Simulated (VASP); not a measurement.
# AlIn2N3 (Cmc2_1) in VASP: a series of runs

The runs below take AlIn2N3 through single point, with PBEsol.

All numbers are computed with VASP 6.6.1; they aren't measurements. Logs are shortened: lines on timing, memory, paths and dates and some standing lists are left out, and cuts for length are marked.

## 1. The cell of the first run

It takes space group Cmc2_1 (No. 36, orthorhombic). Conventional cell: a = 10.090 Å, b = 5.804 Å, c = 5.386 Å, α = 90.00°, β = 90.00°, γ = 90.00°. Within 2.5 Å of Al (site symmetry m) lie 4 N at 1.87 to 1.89 Å. Within 2.8 Å of In (site symmetry 1) lie 4 N at 2.13 to 2.15 Å. Within 2.5 Å of N (site symmetry 1) lie 1 Al at 1.87 Å and 3 In at 2.13 to 2.15 Å. Within 2.5 Å of N (site symmetry m) lie 2 Al at 1.88 to 1.89 Å and 2 In at 2.14 Å.

## 2. Single point, PBEsol (volume scaled by 0.97, then relaxed in part)

INCAR reads:

```
SYSTEM = AlIn2N3
  PREC = Accurate
  ENCUT = 520
  EDIFF = 1E-6
  ISMEAR = 0
  SIGMA = 0.02
  LREAL = .False.
  LASPH = .True.
  NELM = 60
  ALGO = Normal
  ISIF = 2
  LWAVE = .False.
  LCHARG = .True.
  GGA = PS
  LELF = .True.
  LVHAR = .True.
  NBANDS = 56
```

KPOINTS reads:

```
Automatic mesh
0
Gamma
  6 6 6
  0 0 0
```

POSCAR reads:

```
AlIn2N3
1.0
    5.0450296255     -2.9021003667      0.0000000000
    5.0450296255      2.9021003667      0.0000000000
    0.0000000000      0.0000000000      5.3860797848
Al In N
2 4 6
Direct
    0.3403616035      0.6596383965      0.9892243450
    0.6596383965      0.3403616035      0.4892243450
    0.9877343809      0.3360366996      0.9869959248
    0.6639633004      0.0122656191      0.9869959248
    0.0122656191      0.6639633004      0.4869959248
    0.3360366996      0.9877343809      0.4869959248
    0.9709097124      0.3323758094      0.3852581055
    0.6676241906      0.0290902876      0.3852581055
    0.0290902876      0.6676241906      0.8852581055
    0.3323758094      0.9709097124      0.8852581055
    0.3676963834      0.6323036166      0.3382675946
    0.6323036166      0.3676963834      0.8382675946
```

Potentials or basis: VASP PAW PBE potentials, release 64 (Al, In_d, N).

Started as:

```sh
> cat potpaw_PBE.64/Al/POTCAR potpaw_PBE.64/In_d/POTCAR potpaw_PBE.64/N/POTCAR > POTCAR
> mpirun -np 1 vasp_std > vasp.out
```

OUTCAR:

```text
SYSTEM = AlIn2N3
   PREC = Accurate
   ENCUT = 520
   EDIFF = 1E-6
   ISMEAR = 0
   LREAL = .False.
   LASPH = .True.
   NELM = 60
   ISIF = 2
   GGA = PS

 ion  position               nearest neighbor table
   1  0.340  0.660  0.989-   9 1.87  10 1.87  12 1.88  11 1.89   3 3.26   4 3.26   2 3.27   2 3.27
                             5 3.28   6 3.28   6 3.30   5 3.30   3 3.40   4 3.40   4 3.41   3 3.41
   2  0.660  0.340  0.489-   7 1.87   8 1.87  11 1.88  12 1.89   6 3.26   5 3.26   1 3.27   1 3.27
                             3 3.28   4 3.28   4 3.30   3 3.30   5 3.40   6 3.40   6 3.41   5 3.41
   3  0.988  0.336  0.987-   9 2.13  10 2.13  12 2.14   7 2.15   1 3.26   4 3.27   2 3.28   2 3.30
                             5 3.35   5 3.35   6 3.37   6 3.37   4 3.40   4 3.40   1 3.40   1 3.41
   4  0.664  0.012  0.987-  10 2.13   9 2.13  12 2.14   8 2.15   1 3.26   3 3.27   2 3.28   2 3.30
                             6 3.35   6 3.35   5 3.37   5 3.37   3 3.40   3 3.40   1 3.40   1 3.41
   5  0.012  0.664  0.487-   7 2.13   8 2.13  11 2.14   9 2.15   2 3.26   6 3.27   1 3.28   1 3.30
                             3 3.35   3 3.35   4 3.37   4 3.37   6 3.40   6 3.40   2 3.40   2 3.41
   6  0.336  0.988  0.487-   8 2.13   7 2.13  11 2.14  10 2.15   2 3.26   5 3.27   1 3.28   1 3.30
                             4 3.35   4 3.35   3 3.37   3 3.37   5 3.40   5 3.40   2 3.40   2 3.41
   7  0.971  0.332  0.385-   2 1.87   5 2.13   6 2.13   3 2.15
   8  0.668  0.029  0.385-   2 1.87   6 2.13   5 2.13   4 2.15
   9  0.029  0.668  0.885-   1 1.87   3 2.13   4 2.13   5 2.15
  10  0.332  0.971  0.885-   1 1.87   4 2.13   3 2.13   6 2.15
  11  0.368  0.632  0.338-   2 1.88   1 1.89   5 2.14   6 2.14
  12  0.632  0.368  0.838-   1 1.88   2 1.89   3 2.14   4 2.14

  LATTYP: Found a base centered orthorhombic cell.
 ALAT       =     5.8042007334
 B/A-ratio  =     1.7384063223
 C/A-ratio  =     0.9279623556

  Lattice vectors:

 A1 = (  -5.0450296255,  -2.9021003667,   0.0000000000)
 A2 = (   5.0450296255,  -2.9021003667,   0.0000000000)
 A3 = (   0.0000000000,   0.0000000000,   5.3860797848)

Analysis of symmetry for initial positions (statically):
=====================================================================
 Subroutine PRICEL returns:
 Original cell was already a primitive cell.

 Routine SETGRP: Setting up the symmetry group for a
 base centered orthorhombic supercell.

 Subroutine GETGRP returns: Found  4 space group operations
 (whereof  2 operations were pure point group operations)
 out of a pool of  8 trial point group operations.

The static configuration has the point symmetry C_1h.
 The point group associated with its full space group is C_2v.

Analysis of symmetry for dynamics (positions and initial velocities):
=====================================================================
 Subroutine PRICEL returns:
 Original cell was already a primitive cell.

 Routine SETGRP: Setting up the symmetry group for a
 base centered orthorhombic supercell.

 Subroutine GETGRP returns: Found  4 space group operations
 (whereof  2 operations were pure point group operations)
 out of a pool of  8 trial point group operations.

The dynamic configuration has the point symmetry C_1h.
 The point group associated with its full space group is C_2v.

 Subroutine INISYM returns: Found  4 space group operations
 (whereof  2 operations are pure point group operations),
 and found     1 'primitive' translations

----------------------------------------------------------------------------------------

                                     Primitive cell

  volume of cell :     157.7172

  direct lattice vectors                    reciprocal lattice vectors
     5.045029625 -2.902100367  0.000000000     0.099107446 -0.172289010  0.000000000
     5.045029625  2.902100367  0.000000000     0.099107446  0.172289010  0.000000000
     0.000000000  0.000000000  5.386079785     0.000000000  0.000000000  0.185663793

  length of vectors
     5.820181308  5.820181308  5.386079785     0.198760632  0.198760632  0.185663793

  position of ions in fractional coordinates (direct lattice)
     0.340361603  0.659638397  0.989224345
     0.659638397  0.340361603  0.489224345
     0.987734381  0.336036700  0.986995925
     0.663963300  0.012265619  0.986995925
     0.012265619  0.663963300  0.486995925
     0.336036700  0.987734381  0.486995925
     0.970909712  0.332375809  0.385258106
     0.667624191  0.029090288  0.385258106
     0.029090288  0.667624191  0.885258106
     0.332375809  0.970909712  0.885258106
     0.367696383  0.632303617  0.338267595
     0.632303617  0.367696383  0.838267595
[... 32 lines left out ...]
     0.033126772  0.033126772  0.030943965

  Shift w.r.t. Gamma in fractional coordinates (k-lattice)
     0.000000000  0.000000000  0.000000000

 Subroutine IBZKPT returns following result:
 ===========================================

 Found     52 irreducible k-points:

 Following reciprocal coordinates:
            Coordinates               Weight
  0.000000  0.000000  0.000000      1.000000
  0.166667  0.000000  0.000000      4.000000
  0.333333  0.000000  0.000000      4.000000
  0.500000 -0.000000  0.000000      2.000000
  0.166667  0.166667  0.000000      2.000000
  0.333333  0.166667  0.000000      4.000000
[... 16 lines left out ...]
  0.333333  0.333333  0.166667      4.000000
  0.500000  0.333333  0.166667      8.000000
 [... further k-points ...]
   k-points           NKPTS =     52   k-points in BZ     NKDIM =     52   number of bands    NBANDS=     56
   number of dos      NEDOS =    301   number of ions     NIONS =     12
   total plane-waves  NPLWV =  92160
   dimension x,y,z NGX =    48 NGY =   48 NGZ =   40
   dimension x,y,z NGXF=    96 NGYF=   96 NGZF=   80
   ions per type =               2   4   6
   NGX,Y,Z   is equivalent  to a cutoff of  13.71, 13.71, 12.35 a.u.
   NGXF,Y,Z  is equivalent  to a cutoff of  27.42, 27.42, 24.69 a.u.
 SYSTEM =  AlIn2N3
   PREC   = accura    normal or accurate (medium, high low for compatibility)
   ISTART =      0    job   : 0-new  1-cont  2-samecut
   ICHARG =      2    charge: 1-file 2-atom 10-const
   ISPIN  =      1    spin polarized calculation?
   LNONCOLLINEAR =      F non collinear calculations
   LSORBIT =      F    spin-orbit coupling
   LASPH  =      T    aspherical Exc in radial PAW
   ENCUT  =  520.0 eV  38.22 Ry    6.18 a.u.  10.82 10.82 10.01*2*pi/ulx,y,z
   NELM   =     60;   NELMIN=  2; NELMDL= -5     # of ELM steps
   EDIFF  = 0.1E-05   stopping-criterion for ELM
   LREAL  =      F    real-space projection
   EDIFFG = 0.1E-04   stopping-criterion for IOM
   NSW    =      0    number of steps for IOM
   IBRION =     -1    ionic relax: 0-MD 1-quasi-New 2-CG
   NFREE  =      0    steps in history (QN), initial steepest desc. (CG)
   ISIF   =      2    stress and relaxation
   ISYM   =      2    0-nonsym 1-usesym 2-fastsym
   POTIM  = 0.5000    time-step for ionic-motion
   TEBEG  =    0.0;   TEEND  =   0.0 temperature during run
   PSTRESS=    0.0 pullay stress
   NELECT =      88.0000    total number of electrons
   NUPDOWN=      -1.0000    fix difference up-down
   EMIN   =  10.00;   EMAX   =-10.00  energy-range for DOS
   EFERMI =   0.00;   METHOD = LEGACY
   ISMEAR =     0;   SIGMA  =   0.02  broadening in eV -4-tet -1-fermi 0-gaus
   EFERMI_NEDOS =   21; number of points for ismear=-14 and -15
   IALGO  =     38    algorithm
   IMIX   =      4    mixing-type and parameters
     AMIX     =   0.40;   BMIX     =  1.00
     AMIX_MAG =   1.60;   BMIX_MAG =  1.00
  volume/ion in A,a.u.               =      13.14        88.69
  Fermi-wavevector in a.u.,A,eV,Ry     =   1.347750  2.546879 24.714040  1.816431
  Thomas-Fermi vector in A             =   2.475475
   LORBIT       =      0    0 simple, 1 ext, 2 COOP (PROOUT), +10 PAW based schemes
   GGA     = PS    functional components
   LHFCALC =     F    Hartree Fock is set to
   AEXX    =    0.0000 exact exchange contribution
   IVDW    =     0    specifies the selected vdW correction
   LEPSILON=     F    determine dielectric tensor
   LRPA    =     F    only Hartree local field effects (RPA)
 non-spin polarized calculation
 Gauss-broadening in eV      SIGMA  =   0.02
  energy-cutoff  :      520.00
  volume of cell :      157.72
 maximum number of plane-waves:      4272
 NGX is ok and might be reduce to    48
   NGX = 21   NGY = 21   NGZ = 21

 number of electron      88.0000001 magnetization

 Free energy of the ion-electron system (eV)
  ---------------------------------------------------
  ext. energy  EPLUGINS =         0.00000000
  ---------------------------------------------------
  free energy    TOTEN  =       -77.42183097 eV

  energy without entropy =      -77.42183097  energy(sigma->0) =      -77.42183097

 E-fermi :   6.8064     XC(G=0): -11.2598

 val. band max:        6.7054289989   @ k =   0.0000   0.0000   0.0000
 cond. band min:       7.7885030153   @ k =   0.0000   0.0000   0.0000
 fundamental gap:      1.0830740164
 Fermi energy:         6.8064134784

 k-point     1 :       0.0000    0.0000    0.0000
  band No.  band energies     occupation
      1      -8.1782      2.00000
      2      -7.9676      2.00000
      3      -7.7602      2.00000
      4      -7.7516      2.00000
      5      -7.5794      2.00000
      6      -7.3950      2.00000
[... 1405 lines left out ...]
     55      15.1626      0.00000
     56      15.4696      0.00000

 [... further k-points ...]

------------------------ aborting loop because EDIFF is reached ----------------------------------------

  FORCE on cell =-STRESS in cart. coord.  units (eV):
  Direction    XX          YY          ZZ          XY          YZ          ZX
  --------------------------------------------------------------------------------------
  -------------------------------------------------------------------------------------
  Total        5.1264268      5.1448378      5.1294586      0.0000000      0.0000000      0.0000000
  in kB       52.0770551     52.2640839     52.1078533      0.0000000      0.0000000      0.0000000
  external PRESSURE =      52.1496641 kB  Pullay stress =       0.0000000 kB

 VOLUME and BASIS-vectors are now :
 -----------------------------------------------------------------------------
  energy-cutoff  :      520.00
  volume of cell :      157.72
      direct lattice vectors                 reciprocal lattice vectors
     5.045029625 -2.902100367  0.000000000     0.099107446 -0.172289010  0.000000000
     5.045029625  2.902100367  0.000000000     0.099107446  0.172289010  0.000000000
     0.000000000  0.000000000  5.386079785     0.000000000  0.000000000  0.185663793

 POSITION                                       TOTAL-FORCE (eV/Angst)
 -----------------------------------------------------------------------------------
      5.04503      0.92657      5.32804        -0.000000      0.000263      0.004637
      5.04503     -0.92657      2.63500        -0.000000     -0.000263      0.004637
      6.67846     -1.89129      5.31604         0.000315     -0.001165     -0.003361
      3.41159     -1.89129      5.31604        -0.000315     -0.001165     -0.003361
      3.41159      1.89129      2.62300        -0.000315      0.001165     -0.003361
      6.67846      1.89129      2.62300         0.000315      0.001165     -0.003361
      6.57511     -1.85309      2.07503        -0.015766      0.010117      0.010324
      3.51495     -1.85309      2.07503         0.015766      0.010117      0.010324
      3.51495      1.85309      4.76807         0.015766     -0.010117      0.010324
      6.57511      1.85309      4.76807        -0.015766     -0.010117      0.010324
      5.04503      0.76792      1.82194        -0.000000     -0.017468     -0.018563
      5.04503     -0.76792      4.51498        -0.000000      0.017468     -0.018563
 -----------------------------------------------------------------------------------
    total drift:                               -0.000000      0.000000     -0.001322

  FREE ENERGIE OF THE ION-ELECTRON SYSTEM (eV)
  ---------------------------------------------------
  free  energy   TOTEN  =       -77.4218309681 eV

  energy  without entropy=      -77.4218309681  energy(sigma->0) =      -77.42183097
```

Run time: 6.1 min. Hardware: 1 thread of Intel Xeon Platinum 8559C (Emerald Rapids), shared host; peak memory 0.52 GiB.

What came out:

```yaml
Free_energy: -77.4218 eV
Pressure: 5.2 GPa
Largest_force: 0.025 eV/Å
Band_gap_on_the_k_mesh: 1.08 eV, direct
```

Forces on the atoms (eV/Å):
```
Al   0.000  0.000  0.005
Al   0.000  0.000  0.005
In   0.000 -0.001 -0.003
In   0.000 -0.001 -0.003
In   0.000  0.001 -0.003
In   0.000  0.001 -0.003
N   -0.016  0.010  0.010
N    0.016  0.010  0.010
N    0.016 -0.010  0.010
N   -0.016 -0.010  0.010
N    0.000 -0.017 -0.019
N    0.000  0.017 -0.019
```

Caveat: the PAW data sets were made with another functional, which shifts forces and pressure a little; spin-orbit coupling is left out, which moves the levels of the heavy elements.

## 3. Single point, PBEsol (equal strain along all axes, cell held: -3.0 %, then relaxed in part)

INCAR reads:

```
PREC     = Accurate       # precision mode
ENCUT    = 520            # plane-wave cutoff, eV
EDIFF    = 1E-6           # SCF threshold, eV
ISMEAR   = 0              # smearing method
SIGMA    = 0.02           # smearing width, eV
LREAL    = False          # projectors in reciprocal space
LASPH    = True           # aspherical terms in the spheres
NELM     = 100            # most SCF steps
ALGO     = Normal         # electronic algorithm
ISIF     = 2              # what is computed and relaxed
LWAVE    = False          # write WAVECAR
LCHARG   = False          # write CHGCAR
GGA      = PS             # functional
NBANDS   = 56             # bands
```

KPOINTS reads:

```
Automatic mesh
0
Gamma
  6 6 6
```

POSCAR reads:

```
AlIn2N3
1.0
    4.9406989783     -2.8433680815      0.0000000000
    4.9406989783      2.8433680815      0.0000000000
    0.0000000000      0.0000000000      5.2816658487
Al In N
2 4 6
Direct
    0.3394288075      0.6605711925      0.9890828443
    0.6605711925      0.3394288075      0.4890828443
    0.9858340574      0.3372479520      0.9870974449
    0.6627520480      0.0141659426      0.9870974449
    0.0141659426      0.6627520480      0.4870974449
    0.3372479520      0.9858340574      0.4870974449
    0.9721805254      0.3311534515      0.3858939567
    0.6688465485      0.0278194746      0.3858939567
    0.0278194746      0.6688465485      0.8858939567
    0.3311534515      0.9721805254      0.8858939567
    0.3694064953      0.6305935047      0.3369343524
    0.6305935047      0.3694064953      0.8369343524
```

Potentials or basis: VASP PAW PBE potentials, release 64 (Al, In_d, N).

Started as:

```sh
> cat potpaw_PBE.64/Al/POTCAR potpaw_PBE.64/In_d/POTCAR potpaw_PBE.64/N/POTCAR > POTCAR
> mpirun -np 1 vasp_std > vasp.out
```

It used 1400 s of CPU time on 1 thread of AMD EPYC 7R13 Processor (Zen 3) (shared host).

It converged, with:

```
Free energy            : -76.7689 eV
Pressure               : 17.6 GPa
Largest force          : 0.017 eV/Å
Band gap on the k mesh : 1.32 eV, direct
```

Forces in eV/Å, atoms in the order of the input:
```
Al   0.000  0.001  0.003
Al   0.000 -0.001  0.003
In   0.003  0.000 -0.002
In  -0.003  0.000 -0.002
In  -0.003  0.000 -0.002
In   0.003  0.000 -0.002
N   -0.012  0.007  0.007
N    0.012  0.007  0.007
N    0.012 -0.007  0.007
N   -0.012 -0.007  0.007
N    0.000 -0.012 -0.013
N    0.000  0.012 -0.013
```

Stress tensor (GPa, compression positive):
```
17.89  0.00  0.00
 0.00 17.70  0.00
 0.00  0.00 17.14
```

Levels at points of the mesh, in eV from the valence-band top:
```csv
k point,band 42,band 43,band 44,band 45,band 46,band 47
"(0.00, 0.00, 0.00)",-0.10,-0.03,0.00,1.32,4.03,4.96
"(0.50, 0.00, 0.00)",-0.75,-0.74,-0.50,4.02,4.09,5.19
"(0.50, 0.50, 0.00)",-0.86,-0.61,-0.46,4.01,4.16,4.81
"(0.00, 0.00, 0.50)",-0.38,-0.28,-0.28,3.65,3.65,6.32
"(0.50, 0.00, 0.50)",-1.13,-1.07,-1.07,4.28,4.28,4.79
"(0.50, 0.50, 0.50)",-1.17,-0.86,-0.86,4.25,4.25,4.98
```

Caveat: the cell differs from its parent crystal (equal strain along all axes, cell held: -3.0 %, then relaxed in part); the PAW data sets were made with another functional, which shifts forces and pressure a little; spin-orbit coupling is left out, which moves the levels of the heavy elements.

[end of part 1 of 2]
